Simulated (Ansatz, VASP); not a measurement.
## Two plane-wave programs on Co

File INCAR:

```
SYSTEM = Co
PREC     = Accurate       ! precision mode
ENCUT    = 520            ! plane-wave cutoff, eV
EDIFF    = 1E-6           ! SCF threshold, eV
ISMEAR   = -1             ! smearing method
SIGMA    = 0.05           ! smearing width, eV
LREAL    = .False.        ! projectors in reciprocal space
LASPH    = .True.         ! aspherical terms in the spheres
NELM     = 150            ! most SCF steps
ALGO     = Normal         ! electronic algorithm
ISIF     = 2              ! what is computed and relaxed
LWAVE    = .False.        ! write WAVECAR
LCHARG   = .False.        ! write CHGCAR
ISPIN    = 2              ! spin polarisation
MAGMOM   = -1.692 -1.692  ! initial moments
LORBIT   = 11             ! projections on sites
LMAXMIX  = 4              ! l up to which the mixer works
GGA      = B5             ! functional
ALDAX    = 1.0          
AGGAX    = 1.0          
AGGAC    = 1.0          
ALDAC    = 0.0          
NBANDS   = 20             ! bands
```

Contents of KPOINTS:

```
Automatic mesh
0
Gamma
  18 18 9
  0 0 0
```

POSCAR

```
Co
1.0
   -1.7463949348      1.4352023722      1.2800978210
    1.4352023722     -1.7463949348      1.2800978210
    3.2360431325      3.2360431325     -1.8500475694
Co
2
Direct
    0.9583031049      0.0416968951      0.0000000000
    0.7916968951      0.2083031049      0.5000000000
```

Input for Ansatz:

```yaml
crystal:
  lattice:
    - [-1.7463949348, 1.4352023722, 1.280097821]
    - [1.4352023722, -1.7463949348, 1.280097821]
    - [3.2360431325, 3.2360431325, -1.8500475694]
  atoms:
    - { symbol: Co, position: [0.9583031049, 0.0416968951, 0.0], spin: -1.692 }
    - { symbol: Co, position: [0.7916968951, 0.2083031049, 0.5], spin: -1.692 }
hamiltonian:
  xc: blyp
  pseudopotentials:
    kind: paw
    azcp:
      Co: "pseudopotentials/Co.paw.azcp"
basis:
  ecutwfc: 420
  fft_grid_basis: typed
kpoints:
  mp_grid: { grid: [18, 18, 9], shift: [0, 0, 0] }
magnetization:
  spin_polarized: true
scf:
  occupations: { method: fermi_dirac, width: 0.05 }
  lower_state_search: "off"
output:
  stress: true
```

Alike in both runs: task single point; functional BLYP; k mesh 18 × 18 × 9; occupations fermi-dirac, width 0.05 eV; collinear spin.

|  | VASP | Ansatz |
| --- | --- | --- |
| version | VASP 6.6.1 | Ansatz 0.2.0 |
| potentials or method | VASP PAW PBE potentials, release 64 (Co), cutoff 520 eV | plane waves (420 eV) with PAW, scalar-relativistic |
| valence electrons in the cell | 18 | 34 |

Ansatz gave:

```
pressure (GPa)                                                : -12.2
traceless stress, the component that is largest in VASP (GPa) : -0.09
net moment per atom (μB)                                      : 1.66
size of the moment on the site where the two differ most (μB) : 1.73
```

Estimate VASP's values.

pressure (GPa): -12.4; traceless stress, the component that is largest in VASP (GPa): -0.10; net moment per atom (μB): 1.64; size of the moment on the site where the two differ most (μB): 1.68.

VASP's potentials were made for PBE, not for BLYP. Site moments also hang on the region over which each program counts them. With one functional, cell and mesh, what is left measures potentials, basis and numerics. VASP's potentials hold 18 valence electrons a cell and Ansatz's 34, so a difference there can come from the potentials and not from the codes.
